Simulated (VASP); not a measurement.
Input of a VASP 6.6.1 run:

Contents of INCAR:

```
SYSTEM = Mg
ALGO     = Normal         ! electronic algorithm
EDIFF    = 1E-6           ! SCF threshold, eV
EDIFFG   = -0.01          ! ionic threshold
ENCUT    = 600            ! plane-wave cutoff, eV
GGA      = PS             ! functional
IBRION   = 2              ! ionic algorithm
ISIF     = 3              ! what is computed and relaxed
ISMEAR   = 0              ! smearing method
LASPH    = .TRUE.         ! aspherical terms in the spheres
LCHARG   = .FALSE.        ! write CHGCAR
LREAL    = .FALSE.        ! projectors in reciprocal space
LWAVE    = .FALSE.        ! write WAVECAR
NELM     = 80             ! most SCF steps
NSW      = 80             ! ionic steps
PREC     = Accurate       ! precision mode
SIGMA    = 0.05           ! smearing width, eV
```

Contents of KPOINTS:

```
k-points
0
G
  7 7 4
  0 0 0
```

POSCAR

```
Mg
1.0
    3.2093000000      0.0000000000      0.0000000000
   -1.6046500000      2.7793353300      0.0000000000
    0.0000000000      0.0000000000      5.2103000000
Mg
2
Direct
    0.3333333333      0.6666666667      0.2500000000
    0.6666666667      0.3333333333      0.7500000000
```

Potentials or basis: VASP PAW PBE potentials, release 64 (Mg).

Run with:

```sh
$ cat potpaw_PBE.64/Mg/POTCAR > POTCAR
$ mpirun -np 1 vasp_std > vasp.out
```

Q: What does it give for the band gap on the k mesh?

A: Zero (band 2 reaches 3.36 eV, above the bottom of band 3 at 0.95 eV).

Q: Estimate the relaxed volume.

A: 22.66 Å³/atom.

Q: What does it give for the space group after relaxing (to 0.05 Å)?

A: P6_3/mmc (No. 194).

Final structure:
```
Mg
1.0
     3.12774    0.00000    0.00000
    -1.56387    2.70870    0.00000
     0.00000    0.00000    5.34946
Mg
2
Direct
  0.33333 0.66667 0.25000
  0.66667 0.33333 0.75000
```

Caveat: the PAW data sets were made with another functional, which shifts forces and pressure a little.
